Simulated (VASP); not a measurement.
A run of VASP 6.6.1 is set up as follows.

File INCAR:

```
ALGO = Fast
EDIFF = 1E-6
ENCUT = 520
GGA = PE
ISIF = 2
ISMEAR = 0
LASPH = T
LCHARG = T
LELF = T
LREAL = F
LVHAR = T
LWAVE = F
NBANDS = 22
NELM = 60
PREC = Accurate
SIGMA = 0.15
```

The input KPOINTS:

```
k-points
0
Gamma
  18 18 10
```

File POSCAR:

```
Rh
1.0
    2.6704000000      0.0000000000      0.0000000000
   -1.3352000000      2.3126342383      0.0000000000
    0.0000000000      0.0000000000      4.5956000000
Rh
2
Direct
    0.6666666667      0.3333333333      0.7500000000
    0.3333333333      0.6666666667      0.2500000000
```

Potentials or basis: VASP PAW PBE potentials, release 64 (Rh_pv).

The run is started by

```bash
$ cat potpaw_PBE.64/Rh_pv/POTCAR > POTCAR
$ mpirun -np 1 vasp_std > vasp.out
```

(1) Estimate the band gap on the k mesh.

(2) Estimate the pressure.

## Answers

(1) zero (bands 15 and 16 overlap by 2.49 eV).

(2) -0.6 GPa.
